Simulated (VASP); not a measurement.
Here is a VASP 6.6.1 calculation.

Contents of INCAR:

```
PREC     = Accurate       # precision mode
ENCUT    = 600            # plane-wave cutoff, eV
EDIFF    = 1E-6           # SCF threshold, eV
ISMEAR   = 0              # smearing method
SIGMA    = 0.02           # smearing width, eV
LREAL    = F              # projectors in reciprocal space
LASPH    = T              # aspherical terms in the spheres
NELM     = 60             # most SCF steps
ALGO     = Normal         # electronic algorithm
ISIF     = 3              # what is computed and relaxed
LWAVE    = F              # write WAVECAR
LCHARG   = F              # write CHGCAR
GGA      = PE             # functional
IBRION   = 2              # ionic algorithm
NSW      = 100            # ionic steps
EDIFFG   = -0.005         # ionic threshold
```

The input KPOINTS:

```
regular mesh
0
Gamma
  12 12 2
```

The input POSCAR:

```
MoS2
1.0
    3.1850687705      0.0000000029      0.0000000000
   -1.5925343877      2.7583504666      0.0000000000
    0.0000000000      0.0000000000     14.8079969996
Mo S
2 4
Direct
    0.6666666667      0.3333333333      0.2500000000
    0.3333333333      0.6666666667      0.7500000000
    0.6666666667      0.3333333333      0.6444803676
    0.3333333333      0.6666666667      0.3555196324
    0.6666666667      0.3333333333      0.8555196324
    0.3333333333      0.6666666667      0.1444803676
```

Potentials or basis: VASP PAW PBE potentials, release 64 (Mo_sv, S).

The run is started by

```console
$ cat potpaw_PBE.64/Mo_sv/POTCAR potpaw_PBE.64/S/POTCAR > POTCAR
$ mpirun -np 1 vasp_std > vasp.out
```

What does it give for the relaxed cell?

a = 3.184 Å, b = 3.184 Å, c = 14.804 Å, α = 90.00°, β = 90.00°, γ = 120.00°.

What does it give for the band gap on the k mesh?

1.46 eV (least direct gap 1.67 eV).

Forces in eV/Å, atoms in the order of the input:
```
Mo   0.000  0.000  0.000
Mo   0.000  0.000  0.000
S    0.000  0.000 -0.005
S    0.000  0.000  0.005
S    0.000  0.000  0.005
S    0.000  0.000 -0.005
```

 A k mesh can miss the band edges.
